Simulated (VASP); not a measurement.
Input of a VASP 6.6.1 run:

Contents of POSCAR:

```
TiO2
1.0
    4.4854740840      0.0000000000      0.0000000000
    0.0000000000      4.4854740840      0.0000000000
    0.0000000000      0.0000000000      2.9160373214
Ti O
2 4
Direct
    0.0000000000      0.0000000000      0.0000000000
    0.5000000000      0.5000000000      0.5000000000
    0.3027875596      0.3027875596      0.0000000000
    0.1972124404      0.8027875596      0.5000000000
    0.6972124404      0.6972124404      0.0000000000
    0.8027875596      0.1972124404      0.5000000000
```

INCAR.step1

```
SYSTEM = TiO2
PREC     = Accurate       ! precision mode
ENCUT    = 660            ! plane-wave cutoff, eV
ISMEAR   = 0              ! smearing method
SIGMA    = 0.02           ! smearing width, eV
LREAL    = .False.        ! projectors in reciprocal space
LASPH    = .True.         ! aspherical terms in the spheres
NELM     = 120            ! most SCF steps
NBANDS   = 33             ! bands
GGA      = PE             ! functional
ALGO     = Normal         ! electronic algorithm
EDIFF    = 1E-5           ! SCF threshold, eV
LWAVE    = .True.         ! write WAVECAR
LCHARG   = .False.        ! write CHGCAR
GGA_COMPAT= .False.
```

The input INCAR.step2:

```
SYSTEM = TiO2
PREC     = Accurate       ! precision mode
ENCUT    = 660            ! plane-wave cutoff, eV
EDIFF    = 1E-6           ! SCF threshold, eV
ISMEAR   = 0              ! smearing method
SIGMA    = 0.02           ! smearing width, eV
LREAL    = .False.        ! projectors in reciprocal space
LASPH    = .True.         ! aspherical terms in the spheres
NELM     = 120            ! most SCF steps
ALGO     = Normal         ! electronic algorithm
ISIF     = 2              ! what is computed and relaxed
LWAVE    = .False.        ! write WAVECAR
LCHARG   = .False.        ! write CHGCAR
METAGGA  = R2SCAN         ! meta-GGA
LMIXTAU  = .True.       
NBANDS   = 33             ! bands
ISTART   = 1            
GGA_COMPAT= .False.
```

KPOINTS

```
regular mesh
0
Gamma
  6 6 10
  0 0 0
```

Potentials or basis: VASP PAW PBE potentials, release 64 (Ti_sv, O).

Launch:

```sh
$ cat potpaw_PBE.64/Ti_sv/POTCAR potpaw_PBE.64/O/POTCAR > POTCAR
$ cp INCAR.step1 INCAR
$ mpirun -np 1 vasp_std > vasp.out
$ cp INCAR.step2 INCAR
$ mpirun -np 1 vasp_std > vasp.out
```

Question: What does it give for the largest force?

Answer: 0.009 eV/Å.

Question: Predict the band gap on the k mesh.

Answer: 2.31 eV.

Stress tensor (GPa, compression positive):
```
17.52  0.00  0.00
 0.00 17.52  0.00
 0.00  0.00 18.21
```

Caveat: the cell stands under pressure; the PAW data sets were made with another functional, which shifts forces and pressure a little. A k mesh can miss the band edges.
